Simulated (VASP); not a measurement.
Wanted: the native input for a VASP 6.6.1 run.

| Item | Value |
| --- | --- |
| Task | relaxation of cell and atoms |
| Functional | PBE |
| Potentials or basis | VASP PAW PBE potentials, release 64 (Mo_sv, Os) |
| Cutoff | 600 eV |
| k mesh | 6 × 6 × 4 |
| Occupations | gaussian, width 0.1 eV |
| Spin | no spin polarisation |
| Dipole correction | no |
| Further INCAR settings | ALGO = Fast; EDIFF = 1e-07; IBRION = 2; EDIFFG = -0.04; NSW = 90; ISIF = 3 |

The structure of Mo2Os lies in POSCAR:

```
Mo2Os
1.0
    3.5002419582      0.0000000000      0.0000000000
   -1.7501209791      3.0312984552      0.0000000000
    0.0000000000      0.0000000000      3.7793310180
Mo Os
2 1
Direct
    0.3333333333      0.6666666667      0.5000000000
    0.6666666667      0.3333333333      0.5000000000
    0.0000000000      0.0000000000      0.0000000000
```

One way to write it, as run:

INCAR

```
PREC = Accurate
ENCUT = 600
EDIFF = 1E-7
ISMEAR = 0
SIGMA = 0.1
LREAL = F
LASPH = T
NELM = 100
ALGO = Fast
ISIF = 3
LWAVE = F
LCHARG = F
GGA = PE
IBRION = 2
NSW = 90
EDIFFG = -0.04
```

KPOINTS

```
Automatic mesh
0
Gamma
  6 6 4
```

Potentials or basis: VASP PAW PBE potentials, release 64 (Mo_sv, Os).

The run is started by

```bash
$ cat potpaw_PBE.64/Mo_sv/POTCAR potpaw_PBE.64/Os/POTCAR > POTCAR
$ mpirun -np 1 vasp_std > vasp.out
```

It gave:

- Relaxed volume: 15.41 Å³/atom
- Relaxed cell: a = 4.389 Å, b = 4.389 Å, c = 2.770 Å, α = 90.00°, β = 90.00°, γ = 120.00°
- Space group after relaxing (to 0.1 Å): P6/mmm (No. 191)
- Pressure after relaxing: 0.2 GPa
- Band gap on the k mesh: zero (bands 18 and 19 overlap by 1.22 eV)

Caveat: the k points lie up to 0.57 Å⁻¹ apart in the final cell, too coarse for converged energies and pressures of a metal; the volume moved by over 15 % at a fixed basis, so the end points are rough; spin-orbit coupling is left out, which moves the levels of the heavy elements.

Run time: 9.9 min on 1 thread of Intel(R) Xeon(R) Platinum 8488C (Sapphire Rapids), on a shared host, peak memory 0.19 GiB.
